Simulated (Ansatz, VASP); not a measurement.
**Two plane-wave programs on CdTe**

The input INCAR:

```
SYSTEM = CdTe
  PREC = Accurate
  ENCUT = 600
  EDIFF = 1E-6
  ISMEAR = -1
  SIGMA = 0.05
  LREAL = .False.
  LASPH = .True.
  NELM = 60
  ALGO = Normal
  ISIF = 3
  LWAVE = .False.
  LCHARG = .False.
  IBRION = 2
  NSW = 60
  EDIFFG = -0.005
```

File KPOINTS:

```
regular mesh
0
Gamma
  13 13 13
  0 0 0
```

Contents of POSCAR:

```
CdTe
1.0
    0.0000000000      2.8981565878      2.8981565878
    2.8981565878      0.0000000000      2.8981565878
    2.8981565878      2.8981565878      0.0000000000
Cd Te
1 1
Direct
    0.0000000000      0.0000000000      0.0000000000
    0.5000000000      0.5000000000      0.5000000000
```

Input for Ansatz:

```yaml
crystal:
  lattice:
    - [0.0, 2.8981565878, 2.8981565878]
    - [2.8981565878, 0.0, 2.8981565878]
    - [2.8981565878, 2.8981565878, 0.0]
  atoms:
    - { symbol: Cd, position: [0.0, 0.0, 0.0] }
    - { symbol: Te, position: [0.5, 0.5, 0.5] }
kpoints:
  mp_grid: { grid: [13, 13, 13] }
scf:
  occupations: { method: fermi_dirac, width: 0.05 }
hamiltonian:
  xc: lda
  pseudopotentials: { kind: paw }
output:
  forces: true
  stress: true
  write_density: true
  write_potential: true
  elf: true
  volumetric_format: npy
relax:
  f_tol: 0.005
  max_steps: 40
  cell: {}
```

Alike in both runs: task relaxation of cell and atoms; functional LDA; k mesh 13 × 13 × 13; occupations fermi-dirac, width 0.05 eV; no spin polarisation.

|  | VASP | Ansatz |
| --- | --- | --- |
| version | VASP 6.6.1 | Ansatz 0.2.0 |
| potentials or method | VASP PAW LDA potentials, release 64 (Cd, Te) | PAW with Ansatz's default frozen-core files, scalar-relativistic |
| plane-wave cutoff (eV) | 600 | 420 |
| valence electrons in the cell | 18 | 36 |

Ansatz gave:

```
relaxed volume (Å³/atom)                                     : 26.08
relaxed cell length with the largest relative difference (Å) : 4.194
```

Q: Estimate VASP's values.

A: Relaxed volume (Å³/atom): 26.23; relaxed cell length with the largest relative difference (Å): 4.202.

LDA's correlation is that of Perdew and Zunger in VASP and of Perdew and Wang (1992) in Ansatz. VASP's potentials hold 18 valence electrons a cell and Ansatz's 36, so a difference there can come from the potentials and not from the codes.

Neither program's run includes spin-orbit coupling.
